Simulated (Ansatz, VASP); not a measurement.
**Bi in VASP and in Ansatz**

File INCAR:

```
PREC = Accurate
ENCUT = 520
EDIFF = 1E-6
ISMEAR = -1
SIGMA = 0.05
LREAL = F
LASPH = T
NELM = 80
ALGO = Normal
ISIF = 2
LWAVE = F
LCHARG = F
GGA = PE
NBANDS = 22
```

KPOINTS

```
regular mesh
0
Gamma
  9 9 13
```

POSCAR

```
Bi
1.0
    3.4885980000     -3.1325780000      0.0000000000
    3.4885980000      3.1325780000      0.0000000000
   -1.2602350000      0.0000000000      3.1135500000
Bi
2
Direct
    0.2469390000      0.2469390000      0.1426180000
    0.7530610000      0.7530610000      0.8573820000
```

Input for Ansatz:

```yaml
crystal:
  lattice:
    - [3.488598, -3.132578, 0.0]
    - [3.488598, 3.132578, 0.0]
    - [-1.260235, 0.0, 3.11355]
  atoms:
    - { symbol: Bi, position: [0.246939, 0.246939, 0.142618] }
    - { symbol: Bi, position: [0.753061, 0.753061, 0.857382] }
kpoints:
  mp_grid: { grid: [9, 9, 13] }
  band_path:
    path:
      - [0.0, 0.0, 0.0]
      - [-0.4846017247, 0.4846017247, 0.0]
      - [-0.5153982753, -0.4846017247, 0.0]
      - [-0.5, -0.5, 0.0]
      - [0.0, 0.0, 0.0]
      - [-0.5, -0.5, 0.5]
      - [-0.6982346966, -0.3017653034, 0.5]
      - [-0.3017653034, 0.3017653034, 0.5]
      - [0.0, 0.0, 0.5]
    npoints: 5
scf:
  occupations: { method: fermi_dirac, width: 0.05 }
hamiltonian:
  xc: pbe
  pseudopotentials: { kind: all_electron, lapw: { basis_error: 0.00025 } }
output:
  forces: true
  stress: true
  eigenvalues: true
```

Alike in both runs: task single point; functional PBE; k mesh 9 × 9 × 13; occupations fermi-dirac, width 0.05 eV; no spin polarisation.

|  | VASP | Ansatz |
| --- | --- | --- |
| version | VASP 6.6.1 | Ansatz 0.2.0 |
| potentials or method | VASP PAW PBE potentials, release 64 (Bi_d), cutoff 520 eV | all-electron LAPW, scalar-relativistic |

```tsv
	VASP	Ansatz	Ansatz less VASP
pressure (GPa)	0.0	0.1	+0.09
traceless stress, the component that is largest in VASP (GPa)	-0.13	-0.12	+0.005
rms of the force components (eV/Å)	0.025	0.026	+0.0013
```

Atom by atom the forces differ by 0.001 eV/Å (rms over components). Ansatz ran all-electron here, and VASP with PAW potentials.

Neither program's run includes spin-orbit coupling.
